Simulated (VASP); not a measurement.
Here is a VASP 6.6.1 calculation.

File POSCAR:

```
SrSi2Ag2
1.0
    0.0000000000      4.3628550000      0.0000000000
    4.3628550000      0.0000000000      0.0000000000
    2.1814280000      2.1814280000     -5.2194890000
Si Ag Sr
2 2 1
Direct
    0.3890000000      0.3890000000      0.2220000000
    0.6110000000      0.6110000000      0.7780000000
    0.7500000000      0.2500000000      0.5000000000
    0.2500000000      0.7500000000      0.5000000000
    0.0000000000      0.0000000000      0.0000000000
```

The input INCAR.step1:

```
SYSTEM = SrSi2Ag2
ALGO = Normal
EDIFF = 1E-4
ENCUT = 520
GGA = PE
ISMEAR = 0
LASPH = .True.
LCHARG = .False.
LREAL = .False.
LWAVE = .True.
NBANDS = 28
NELM = 100
PREC = Accurate
SIGMA = 0.0119
```

File INCAR.step2:

```
SYSTEM = SrSi2Ag2
ALGO = Normal
EDIFF = 1E-6
ENCUT = 520
ISIF = 2
ISMEAR = 0
ISTART = 1
LASPH = .True.
LCHARG = .True.
LELF = .True.
LMIXTAU = .True.
LREAL = .False.
LVHAR = .True.
LWAVE = .False.
METAGGA = R2SCAN
NBANDS = 28
NELM = 100
PREC = Accurate
SIGMA = 0.0119
```

KPOINTS

```
k-points
0
Gamma
  5 5 5
  0 0 0
```

Potentials or basis: VASP PAW PBE potentials, release 64 (Si, Ag, Sr_sv).

Command:

```console
$ cat potpaw_PBE.64/Si/POTCAR potpaw_PBE.64/Ag/POTCAR potpaw_PBE.64/Sr_sv/POTCAR > POTCAR
$ cp INCAR.step1 INCAR
$ mpirun -np 1 vasp_std > vasp.out
$ cp INCAR.step2 INCAR
$ mpirun -np 1 vasp_std > vasp.out
```

(1) Predict the pressure.

(2) Estimate the largest force.

## Answers

(1) 1.2 GPa.

(2) 0.073 eV/Å.

Caveat: the PAW data sets were made with another functional, which shifts forces and pressure a little.
